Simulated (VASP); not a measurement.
Write the native input for VASP 6.6.1 that does the following.

- Task: single point
- Functional: PBEsol
- Potentials or basis: VASP PAW PBE potentials, release 64 (Al, Cu)
- Cutoff: 520 eV
- k mesh: 2 × 2 × 2
- Occupations: gaussian, width 0.15 eV
- Spin: no spin polarisation
- Dipole correction: no
- Further INCAR settings: LREAL = Auto; ALGO = Normal; EDIFF = 1e-07; NBANDS = 76

The structure of Al32Cu (a cell with a defect) lies in POSCAR:

```
Al32Cu
1.0
    8.1000000000      0.0000000000      0.0000000000
    0.0000000000      8.1000000000      0.0000000000
    0.0000000000      0.0000000000      8.1000000000
Al Cu
32 1
Direct
    0.5060014815      0.0055793827      0.0035414815
    0.7497555556      0.2515808642      0.0013940741
    0.7497735802      0.0150070370      0.2463838272
   -0.0064428395      0.0055708642      0.0035285185
    0.2496992593      0.2594118519      0.0074030864
    0.5054848148      0.5028822222     -0.0047379012
    0.7497228395      0.7527307407     -0.0058695062
    0.2498177778     -0.0242713580      0.2274559259
    0.4870925926      0.2558514815      0.2604466667
    0.7497082716      0.4964261728      0.2428416049
    0.5232092593     -0.0109101235      0.5015335802
    0.7496762963      0.2500325926      0.5044246914
    0.7497438272     -0.0007486420      0.7563990123
   -0.0059864198      0.5027937037     -0.0046492593
    0.2496734568      0.7542383951     -0.0312276543
    0.0123167901      0.2557577778      0.2604324691
    0.2499138272      0.5550922222      0.2068860494
    0.5206698765      0.7591918519      0.2433569136
   -0.0239766667     -0.0108850617      0.5015409877
    0.2495590123      0.1525293827      0.5033138272
    0.5265123457      0.5068230864      0.5035475309
    0.7497051852      0.7489674074      0.5022514815
    0.2498264198      0.0062779012      0.7790787654
    0.5050938272      0.2458083951      0.7529906173
    0.7496796296      0.4995875309      0.7573441975
   -0.0210835802      0.7591381481      0.2434092593
   -0.0271617284      0.5066890123      0.5036258025
    0.2496543210      0.7636072840      0.5078112346
   -0.0056733333      0.2456575309      0.7530487654
    0.2497456790      0.4920609877      0.7534098765
    0.5057196296      0.7531111111      0.7509022222
   -0.0063109877      0.7531922222      0.7508685185
    0.2496820988      0.4303802469      0.4575803704
```

The input as run:

INCAR

```
  ALGO = Normal
  EDIFF = 1E-7
  ENCUT = 520
  GGA = PS
  ISIF = 2
  ISMEAR = 0
  LASPH = True
  LCHARG = False
  LREAL = Auto
  LWAVE = False
  NBANDS = 76
  NELM = 60
  PREC = Accurate
  SIGMA = 0.15
```

KPOINTS

```
k-points
0
Gamma
  2 2 2
```

Potentials or basis: VASP PAW PBE potentials, release 64 (Al, Cu).

Launch:

```sh
$ cat potpaw_PBE.64/Al/POTCAR potpaw_PBE.64/Cu/POTCAR > POTCAR
$ mpirun -np 1 vasp_std > vasp.out
```

It gave:

```
Pressure               : 1.8 GPa
Largest force          : 0.422 eV/Å
Band gap on the k mesh : zero (an odd number of electrons rules out a gap without spin polarisation)
```

Caveat: the k points lie up to 0.39 Å⁻¹ apart, too coarse for converged energies and pressures of a metal; the PAW data sets were made with another functional, which shifts forces and pressure a little.

Run time: 16 min on 1 thread of Intel Xeon 8259CL (shared host), peak memory 0.59 GiB.
